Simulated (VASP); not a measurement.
A run of VASP 6.6.1:

INCAR

```
ALGO     = Normal         # electronic algorithm
EDIFF    = 1E-6           # SCF threshold, eV
EDIFFG   = -0.01          # ionic threshold
ENCUT    = 600            # plane-wave cutoff, eV
GGA      = PE             # functional
IBRION   = 2              # ionic algorithm
ISIF     = 3              # what is computed and relaxed
ISMEAR   = -1             # smearing method
LASPH    = T              # aspherical terms in the spheres
LCHARG   = F              # write CHGCAR
LREAL    = F              # projectors in reciprocal space
LWAVE    = F              # write WAVECAR
NELM     = 60             # most SCF steps
NSW      = 60             # ionic steps
PREC     = Accurate       # precision mode
PSTRESS  = 100.0        
SIGMA    = 0.05           # smearing width, eV
```

Contents of KPOINTS:

```
k-points
0
Gamma
  9 9 9
```

The input POSCAR:

```
Na
1.0
   -2.1410000000      2.1410000000      2.1410000000
    2.1410000000     -2.1410000000      2.1410000000
    2.1410000000      2.1410000000     -2.1410000000
Na
1
Direct
    0.0000000000      0.0000000000      0.0000000000
```

Potentials or basis: VASP PAW PBE potentials, release 64 (Na_pv).

The run is started by

```console
$ cat potpaw_PBE.64/Na_pv/POTCAR > POTCAR
$ mpirun -np 1 vasp_std > vasp.out
```

Hardware: 1 thread of Intel Xeon 8259CL, with other jobs on the host.

**Question.** How long does it take, and how much memory?

**Answer.** Run time: 96 s on 1 thread of Intel Xeon 8259CL (shared host), peak memory 0.17 GiB. Counts: scf iterations 68, k points 35, ion steps 15.
